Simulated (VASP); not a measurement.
# As in VASP: a series of runs

As is run at these levels: PBE, r2SCAN; tasks: single point.

Everything below comes from runs of VASP 6.6.1. Logs are shortened: lines on timing, memory, paths and dates and some standing lists are left out, and cuts for length are marked.

## 1. The cell of the first run

Symmetry: R-3m, No. 166, trigonal system. Conventional cell: a = 3.829 Å, b = 3.829 Å, c = 10.023 Å, α = 90.00°, β = 90.00°, γ = 120.00°. Within 3.5 Å of As (site symmetry 3m) lie 6 As at 2.62 to 2.93 Å.

## 2. Single point, PBE (strained and its atoms moved)

The input, INCAR:

```
  PREC = Accurate
  ENCUT = 520
  EDIFF = 1E-7
  ISMEAR = 0
  SIGMA = 0.1
  LREAL = False
  LASPH = True
  NELM = 100
  ALGO = Normal
  ISIF = 2
  LWAVE = False
  LCHARG = False
  GGA = PE
  NBANDS = 12
```

The input, KPOINTS:

```
Automatic mesh
0
Gamma
  15 15 15
```

The input, POSCAR:

```
As
1.0
    1.9144308350      1.1052971579      3.3409362565
   -1.9144308350      1.1052971579      3.3409362565
    0.0000000000     -2.2105943159      3.3409362565
As
2
Direct
    0.2371026887      0.2371026887      0.2371026887
    0.7628973113      0.7628973113      0.7628973113
```

Potentials or basis: VASP PAW PBE potentials, release 64 (As).

Launch:

```
cat potpaw_PBE.64/As/POTCAR > POTCAR
mpirun -np 1 vasp_std > vasp.out
```

OUTCAR:

```text
PREC = Accurate
   ENCUT = 520
   EDIFF = 1E-7
   ISMEAR = 0
   LREAL = False
   LASPH = True
   NELM = 100
   ISIF = 2
   GGA = PE

 ion  position               nearest neighbor table
   1  0.237  0.237  0.237-   2 2.62   2 2.62   2 2.62
   2  0.763  0.763  0.763-   1 2.62   1 2.62   1 2.62

  LATTYP: Found a trigonal (rhomboedric) cell.
 ALAT       =     4.0060681845
 COS(alpha) =     0.5432561763

  Lattice vectors:

 A1 = (   1.9144308350,   1.1052971579,   3.3409362565)
 A2 = (  -1.9144308350,   1.1052971579,   3.3409362565)
 A3 = (   0.0000000000,  -2.2105943159,   3.3409362565)

Analysis of symmetry for initial positions (statically):
=====================================================================
 Subroutine PRICEL returns:
 Original cell was already a primitive cell.

 Routine SETGRP: Setting up the symmetry group for a
 trigonal (rhombohedral) supercell.

 Subroutine GETGRP returns: Found 12 space group operations
 (whereof 12 operations were pure point group operations)
 out of a pool of 12 trial point group operations.

The static configuration has the point symmetry D_3d.

Analysis of symmetry for dynamics (positions and initial velocities):
=====================================================================
 Subroutine PRICEL returns:
 Original cell was already a primitive cell.

 Routine SETGRP: Setting up the symmetry group for a
 trigonal (rhombohedral) supercell.

 Subroutine GETGRP returns: Found 12 space group operations
 (whereof 12 operations were pure point group operations)
 out of a pool of 12 trial point group operations.

The dynamic configuration has the point symmetry D_3d.

 Subroutine INISYM returns: Found 12 space group operations
 (whereof 12 operations are pure point group operations),
 and found     1 'primitive' translations

----------------------------------------------------------------------------------------

                                     Primitive cell

  volume of cell :      42.4168

  direct lattice vectors                    reciprocal lattice vectors
     1.914430835  1.105297158  3.340936257     0.261174230  0.150789012  0.099772431
    -1.914430835  1.105297158  3.340936257    -0.261174230  0.150789012  0.099772431
     0.000000000 -2.210594316  3.340936257     0.000000000 -0.301578024  0.099772431

  length of vectors
     4.006068185  4.006068185  4.006068185     0.317653652  0.317653652  0.317653652

  position of ions in fractional coordinates (direct lattice)
     0.237102689  0.237102689  0.237102689
     0.762897311  0.762897311  0.762897311

  ion indices of the primitive-cell ions
   primitive index   ion index
                 1           1
                 2           2

----------------------------------------------------------------------------------------

 KPOINTS: Automatic mesh

Automatic generation of k-mesh.
 Grid dimensions read from file:
 generate k-points for:   15   15   15

 Generating k-lattice:

  Cartesian coordinates                     Fractional coordinates (reciprocal lattice)
     0.017411615  0.010052601  0.006651495     0.066666667  0.000000000  0.000000000
    -0.017411615  0.010052601  0.006651495     0.000000000  0.066666667  0.000000000
     0.000000000 -0.020105202  0.006651495     0.000000000  0.000000000  0.066666667

  Length of vectors
     0.021176910  0.021176910  0.021176910

  Shift w.r.t. Gamma in fractional coordinates (k-lattice)
     0.000000000  0.000000000  0.000000000

 Subroutine IBZKPT returns following result:
 ===========================================

 Found    344 irreducible k-points:

 Following reciprocal coordinates:
            Coordinates               Weight
  0.000000  0.000000  0.000000      1.000000
  0.066667  0.000000  0.000000      6.000000
  0.133333 -0.000000  0.000000      6.000000
  0.200000  0.000000  0.000000      6.000000
  0.266667 -0.000000  0.000000      6.000000
  0.333333  0.000000  0.000000      6.000000
[... 16 lines left out ...]
  0.133333  0.133333  0.000000      6.000000
  0.200000  0.133333 -0.000000     12.000000
[... 50 lines left out ...]
     12      15.2038      0.00000

 k-point     4 :       0.2000    0.0000    0.0000
  band No.  band energies     occupation
      1      -8.7542      2.00000
      2      -1.8936      2.00000
      3       3.2224      2.00000
      4       3.5618      2.00000
      5       4.1007      2.00000
      6       7.5169      0.00000
      7       7.5583      0.00000
      8       7.5844      0.00000
      9      11.4788      0.00000
     10      11.9363      0.00000
     11      12.5934      0.00000
     12      16.4928      0.00000

 k-point     5 :       0.2667   -0.0000    0.0000
  band No.  band energies     occupation
      1      -8.3495      2.00000
      2      -2.8292      2.00000
      3       3.2714      2.00000
      4       3.5418      2.00000
      5       4.3247      2.00000
      6       6.8405      0.00000
      7       6.9550      0.00000
      8       6.9971      0.00000
      9      11.9424      0.00000
     10      12.6667      0.00000
     11      13.4009      0.00000
     12      17.9776      0.00000
[... 228 lines left out ...]
      1      -8.9045      2.00000
      2      -1.4184      2.00000
      3       2.9209      2.00000
      4       3.6334      2.00000
      5       4.1368      2.00000
      6       7.4235      0.00000
      7       7.4284      0.00000
      8       8.8095      0.00000
      9      11.0721      0.00000
     10      11.7323      0.00000
     11      12.7074      0.00000
     12      14.8271      0.00000

 k-point    22 :      -0.0667    0.0667    0.0000
  band No.  band energies     occupation
      1      -9.1215      2.00000
      2      -0.7676      2.00000
      3       3.0729      2.00000
      4       3.5603      2.00000
      5       3.9070      2.00000
      6       8.0221      0.00000
      7       8.0968      0.00000
      8       8.8365      0.00000
      9      11.2269      0.00000
     10      11.5538      0.00000
     11      12.1322      0.00000
     12      14.2307      0.00000

 k-point    23 :       0.1333    0.1333    0.0000
  band No.  band energies     occupation
      1      -8.9808      2.00000
      2      -1.1658      2.00000
      3       2.7188      2.00000
      4       3.1326      2.00000
      5       4.8555      2.00000
      6       6.5564      0.00000
      7       8.6700      0.00000
      8       9.1766      0.00000
      9      10.9040      0.00000
     10      12.2239      0.00000
     11      12.7290      0.00000
     12      14.2022      0.00000

 k-point    24 :       0.2000    0.1333   -0.0000
  band No.  band energies     occupation
      1      -8.7747      2.00000
      2      -1.6475      2.00000
      3       2.4980      2.00000
      4       2.9606      2.00000
      5       4.9576      2.00000
      6       6.2181      0.00000
      7       8.6555      0.00000
      8       9.1210      0.00000
      9      10.6014      0.00000
     10      12.7396      0.00000
     11      13.2462      0.00000
     12      14.7216      0.00000

 [... further k-points ...]

------------------------ aborting loop because EDIFF is reached ----------------------------------------

  FORCE on cell =-STRESS in cart. coord.  units (eV):
  Direction    XX          YY          ZZ          XY          YZ          ZX
  --------------------------------------------------------------------------------------
  -------------------------------------------------------------------------------------
  Total       -0.0239623     -0.0239623     -0.2810079     -0.0000000      0.0000000      0.0000000
  in kB       -0.9051076     -0.9051076    -10.6142913     -0.0000000      0.0000000      0.0000000
  external PRESSURE =      -4.1415022 kB  Pullay stress =       0.0000000 kB

 VOLUME and BASIS-vectors are now :
 -----------------------------------------------------------------------------
  energy-cutoff  :      520.00
  volume of cell :       42.42
      direct lattice vectors                 reciprocal lattice vectors
     1.914430835  1.105297158  3.340936257     0.261174230  0.150789012  0.099772431
    -1.914430835  1.105297158  3.340936257    -0.261174230  0.150789012  0.099772431
     0.000000000 -2.210594316  3.340936257     0.000000000 -0.301578024  0.099772431

 POSITION                                       TOTAL-FORCE (eV/Angst)
 -----------------------------------------------------------------------------------
      0.00000     -0.00000      2.37643         0.000000      0.000000     -0.771239
      0.00000     -0.00000      7.64637         0.000000     -0.000000      0.771239
 -----------------------------------------------------------------------------------
    total drift:                                0.000000      0.000000     -0.000000

  FREE ENERGIE OF THE ION-ELECTRON SYSTEM (eV)
  ---------------------------------------------------
  free  energy   TOTEN  =        -9.2598162190 eV

  energy  without entropy=       -9.2587064446  energy(sigma->0) =       -9.25926133
```

It took 3.2 min on 1 thread of AMD EPYC 7R43 (Zen 3), shared host; peak memory 0.24 GiB.

Results:

```yaml
Free_energy: -9.2598 eV
Pressure: -0.4 GPa
Largest_force: 0.771 eV/Å
Band_gap_on_the_k_mesh: zero (band 5 reaches 5.53 eV, above the bottom of band 6 at 5.36 eV)
```

Forces on the atoms (eV/Å):
```
As   0.000  0.000 -0.771
As   0.000  0.000  0.771
```

Stress tensor (GPa, compression positive):
```
-0.09  0.00  0.00
 0.00 -0.09  0.00
 0.00  0.00 -1.06
```

Levels at points of the mesh, in eV from the Fermi level:
| k point | band 3 | band 4 | band 5 | band 6 | band 7 | band 8 |
| --- | --- | --- | --- | --- | --- | --- |
| (0.00, 0.00, 0.00) | -2.37 | -1.84 | -1.84 | 2.92 | 3.35 | 3.35 |

Caveat: the cell differs from its parent crystal (strained and its atoms moved).

## 3. Single point, PBE (one atom moved)

The input, INCAR:

```
ALGO = Normal ; EDIFF = 1E-6
ENCUT = 520 ; GGA = PE
ISIF = 2 ; ISMEAR = 0
LASPH = T ; LCHARG = F
LREAL = F ; LWAVE = F
NBANDS = 12 ; NELM = 80
PREC = Accurate ; SIGMA = 0.1
```

The input, KPOINTS:

```
k-points
0
Gamma
  12 12 12
```

The input, POSCAR:

```
As
1.0
    1.8797494575      1.0852738553      3.4857700000
   -1.8797494575      1.0852738553      3.4857700000
    0.0000000000     -2.1705477106      3.4857700000
As
2
Direct
    0.2275400000      0.2275400000      0.2275400000
    0.7408330419      0.8066609635      0.7915397468
```

Potentials or basis: VASP PAW PBE potentials, release 64 (As).

Launch:

```
cat potpaw_PBE.64/As/POTCAR > POTCAR
mpirun -np 1 vasp_std > vasp.out
```

Wall time 3.7 min (1 thread of Intel Xeon Platinum 8259CL at 2.50GHz (Skylake/Cascade Lake), shared host); peak memory 0.48 GiB.

Results (log left out):

| Item | Value |
| --- | --- |
| Free energy | -9.2132 eV |
| Pressure | 6.5 GPa |
| Largest force | 1.454 eV/Å |
| Band gap on the k mesh | zero (band 5 reaches 5.73 eV, above the bottom of band 6 at 5.34 eV) |

Forces in eV/Å, atoms in the order of the input:
```
As  -0.848 -0.331  1.135
As   0.848  0.331 -1.135
```

Stress tensor (GPa, compression positive):
```
 7.71  2.00 -3.81
 2.00  5.96 -1.43
-3.81 -1.43  5.95
```

Levels at points of the mesh, in eV from the Fermi level:
| k point | band 1 | band 2 | band 3 | band 4 | band 5 | band 6 | band 7 | band 8 | band 9 | band 10 |
| --- | --- | --- | --- | --- | --- | --- | --- | --- | --- | --- |
| (0.00, 0.00, 0.00) | -15.30 | -5.68 | -2.71 | -2.27 | -1.86 | 1.24 | 2.23 | 3.39 | 6.57 | 7.26 |
| (0.50, 0.00, 0.00) | -12.11 | -11.81 | -3.04 | -2.96 | -0.70 | -0.10 | 1.00 | 1.48 | 9.15 | 9.23 |
| (0.00, 0.50, 0.00) | -12.87 | -10.82 | -3.29 | -2.81 | -0.66 | -0.27 | 0.45 | 1.71 | 8.83 | 9.30 |
| (0.00, 0.00, 0.50) | -12.73 | -11.04 | -3.19 | -2.86 | -0.60 | -0.27 | 0.51 | 1.74 | 8.90 | 9.26 |
| (0.50, 0.50, 0.00) | -12.63 | -9.71 | -6.06 | -4.38 | -4.07 | 0.96 | 5.78 | 7.28 | 7.34 | 10.59 |
| (0.50, 0.00, 0.50) | -12.72 | -9.47 | -6.21 | -4.44 | -4.00 | 0.88 | 5.75 | 7.21 | 7.42 | 10.57 |
| (0.00, 0.50, 0.50) | -12.17 | -10.61 | -5.54 | -4.39 | -4.23 | 1.51 | 5.54 | 6.75 | 7.89 | 10.72 |
| (0.50, 0.50, 0.50) | -14.08 | -9.85 | -2.52 | -1.51 | -0.90 | 0.24 | 1.31 | 1.97 | 7.89 | 10.21 |

Caveat: the cell differs from its parent crystal (one atom moved); forces of over 1 eV/Å act on the atoms, so gaps and moduli don't describe the material at rest.

## 4. Single point, PBE (atoms moved at random and the cell strained at random)

The input, INCAR:

```
SYSTEM = As
PREC = Accurate ; ENCUT = 520
EDIFF = 1E-6 ; ISMEAR = 0
SIGMA = 0.1 ; LREAL = .FALSE.
LASPH = .TRUE. ; NELM = 60
ALGO = Normal ; ISIF = 2
LWAVE = .FALSE. ; LCHARG = .FALSE.
GGA = PE ; NBANDS = 12
```

The input, KPOINTS:

```
Automatic mesh
0
G
  12 12 12
  0 0 0
```

The input, POSCAR:

```
As
1.0
    1.8517702350      1.0790423178      3.5083978291
   -1.9233306005      1.0822378918      3.5459928183
   -0.0330127344     -2.2155536485      3.5440930376
As
2
Direct
    0.2260948372      0.2118216585      0.2436248330
    0.7739051628      0.7881783415      0.7563751670
```

Launch:

```
cat potpaw_PBE.64/As/POTCAR > POTCAR
mpirun -np 1 vasp_std > vasp.out
```

It took 3.6 min on 1 thread of Intel Xeon Platinum 8259CL at 2.50GHz (Skylake/Cascade Lake), shared host; peak memory 0.48 GiB.

It converged, with:

```yaml
Free_energy: -9.2996 eV
Pressure: 2.2 GPa
Largest_force: 0.656 eV/Å
Band_gap_on_the_k_mesh: zero (band 5 reaches 5.40 eV, above the bottom of band 6 at 4.79 eV)
```

Forces on the atoms (eV/Å):
```
As  -0.082  0.603  0.246
As   0.082 -0.603 -0.246
```

Stress tensor (GPa, compression positive):
```
 1.48 -0.33  0.16
-0.33  3.35  3.23
 0.16  3.23  1.65
```

Levels at points of the mesh, in eV from the Fermi level:
```tsv
k point	band 1	band 2	band 3	band 4	band 5	band 6	band 7	band 8	band 9	band 10
(0.00, 0.00, 0.00)	-14.88	-5.93	-2.57	-2.23	-1.61	1.64	2.39	3.34	6.53	7.18
(0.50, 0.00, 0.00)	-12.26	-10.90	-2.88	-2.82	-0.51	-0.34	0.22	1.42	9.02	9.30
(0.00, 0.50, 0.00)	-12.51	-10.63	-2.87	-2.55	-0.59	-0.46	0.31	1.45	8.69	9.02
(0.50, 0.50, 0.00)	-11.93	-10.21	-5.61	-4.39	-3.86	1.83	5.21	6.49	7.43	10.57
(0.00, 0.00, 0.50)	-11.86	-11.53	-2.84	-2.55	-0.61	-0.02	0.71	1.30	8.81	9.02
(0.50, 0.00, 0.50)	-12.33	-9.29	-6.20	-4.19	-3.95	1.23	5.38	6.95	6.99	10.41
(0.00, 0.50, 0.50)	-12.33	-9.48	-5.90	-4.14	-3.98	1.40	5.49	6.71	6.85	10.43
(0.50, 0.50, 0.50)	-13.61	-9.98	-2.15	-1.22	-0.67	0.32	1.19	1.74	7.97	10.08
```

Caveat: the cell differs from its parent crystal (atoms moved at random and the cell strained at random).

## 5. Single point, PBE (strained)

The input, INCAR:

```
PREC = Accurate
ENCUT = 520
EDIFF = 1E-6
ISMEAR = 0
SIGMA = 0.1
LREAL = F
LASPH = T
NELM = 80
ALGO = Normal
ISIF = 2
LWAVE = F
LCHARG = T
GGA = PE
LELF = T
LVHAR = T
NBANDS = 12
```

The input, KPOINTS:

```
Automatic mesh
0
Gamma
  15 15 15
```

The input, POSCAR:

```
As
1.0
    1.8476997292      1.0667699361      3.2171914215
   -1.8476997292      1.0667699361      3.2171914215
    0.0000000000     -2.1335398721      3.2171914215
As
2
Direct
    0.2131959670      0.2131959670      0.2131959670
    0.7868040330      0.7868040330      0.7868040330
```

Launch:

```
cat potpaw_PBE.64/As/POTCAR > POTCAR
mpirun -np 1 vasp_std > vasp.out
```

It took 1.8 min on 1 thread of Intel Xeon Platinum 8488C (Sapphire Rapids), shared host; peak memory 0.26 GiB.

The run converged. Its results:

```yaml
Free_energy: -8.3699 eV
Pressure: 25.1 GPa
Largest_force: 3.719 eV/Å
Band_gap_on_the_k_mesh: zero (band 5 reaches 7.15 eV, above the bottom of band 6 at 6.78 eV)
```

Forces on the atoms (eV/Å):
```
As   0.000  0.000  3.719
As   0.000  0.000 -3.719
```

Stress tensor (GPa, compression positive):
```
28.87  0.00  0.00
 0.00 28.87  0.00
 0.00  0.00 17.65
```

Levels at points of the mesh, in eV from the Fermi level:
```
           k point  band 3  band 4  band 5  band 6  band 7  band 8
(0.00, 0.00, 0.00)   -3.27   -3.27   -1.35    0.30    2.56    2.56
```

Caveat: the cell differs from its parent crystal (strained); forces of over 1 eV/Å act on the atoms, so gaps and moduli don't describe the material at rest.

## 6. Single point, r2SCAN (functional r2SCAN, strained)

The input, POSCAR:

```
As
1.0
    1.9170436867      1.1068056886      3.3457814768
   -1.9170436867      1.1068056886      3.3457814768
    0.0000000000     -2.2136113772      3.3457814768
As
2
Direct
    0.2514467217      0.2514467217      0.2514467217
    0.7485532783      0.7485532783      0.7485532783
```

The input, INCAR.step1:

```
SYSTEM = As
ALGO = Normal ; EDIFF = 1E-4
ENCUT = 520 ; GGA = PE
ISMEAR = 0 ; LASPH = .True.
LCHARG = .False. ; LREAL = .False.
LWAVE = .True. ; NBANDS = 12
NELM = 60 ; PREC = Accurate
SIGMA = 0.1
```

The input, INCAR.step2:

```
SYSTEM = As
ALGO = Normal ; EDIFF = 1E-7
ENCUT = 520 ; ISIF = 2
ISMEAR = 0 ; ISTART = 1
LASPH = .True. ; LCHARG = .False.
LMIXTAU = .True. ; LREAL = .False.
LWAVE = .False. ; METAGGA = R2SCAN
NBANDS = 12 ; NELM = 60
PREC = Accurate ; SIGMA = 0.1
```

The input, KPOINTS:

```
k-points
0
Gamma
  15 15 15
  0 0 0
```

Potentials or basis: VASP PAW PBE potentials, release 64 (As).

Launch:

```
cat potpaw_PBE.64/As/POTCAR > POTCAR
cp INCAR.step1 INCAR
mpirun -np 1 vasp_std > vasp.out
cp INCAR.step2 INCAR
mpirun -np 1 vasp_std > vasp.out
```

Wall time 8.2 min (1 thread of Intel Xeon Platinum 8488C (Sapphire Rapids), shared host); peak memory 0.28 GiB.

Results (log left out):

```yaml
Free_energy: -29.0315 eV
Pressure: -5.2 GPa
Largest_force: 0.298 eV/Å
Band_gap_on_the_k_mesh: zero (band 5 reaches 5.36 eV, above the bottom of band 6 at 4.55 eV)
```

Forces in eV/Å, atoms in the order of the input:
```
As   0.000  0.000  0.298
As   0.000  0.000 -0.298
```

Stress tensor (GPa, compression positive):
```
-3.64  0.00  0.00
 0.00 -3.64  0.00
 0.00  0.00 -8.46
```

Levels at points of the mesh, in eV from the Fermi level:
```
           k point  band 1  band 2  band 3  band 4  band 5  band 6  band 7  band 8  band 9  band 10
(0.00, 0.00, 0.00)  -15.01   -5.57   -2.49   -1.57   -1.57    3.92    3.92    4.35    5.97     6.87
```

Caveat: the cell differs from its parent crystal (functional r2SCAN, strained); the PAW data sets were made with another functional, which shifts forces and pressure a little.

## 7. Summary

```tsv
level	cell	k mesh	gap on the mesh (eV)	pressure (GPa)	largest force (eV/Å)
PBE	a = 4.006 Å, angles 57.1°, 2 atoms	15 × 15 × 15	none	-0.4	0.77
PBE	a = 4.106 Å, angles 54.5°, 2 atoms	12 × 12 × 12	none	6.5	1.45
PBE	a = 4.111, b = 4.177, c = 4.180 Å, angles 54.1, 54.5, 54.2°, 2 atoms	12 × 12 × 12	none	2.2	0.66
PBE	a = 3.860 Å, angles 57.2°, 2 atoms	15 × 15 × 15	none	25.1	3.72
r2SCAN	a = 4.012 Å, angles 57.1°, 2 atoms	15 × 15 × 15	none	-5.2	0.30
```

Alike in all rows: task single point; potentials or basis VASP PAW PBE potentials, release 64 (As); no spin polarisation; cutoff (eV) 520; smearing gaussian 0.1 eV.

Caveats: forces of over 1 eV/Å act on the atoms, so gaps and moduli don't describe the material at rest (some runs); the PAW data sets were made with another functional, which shifts forces and pressure a little (some runs).

Absolute energies hang on the potentials; compare differences alone.
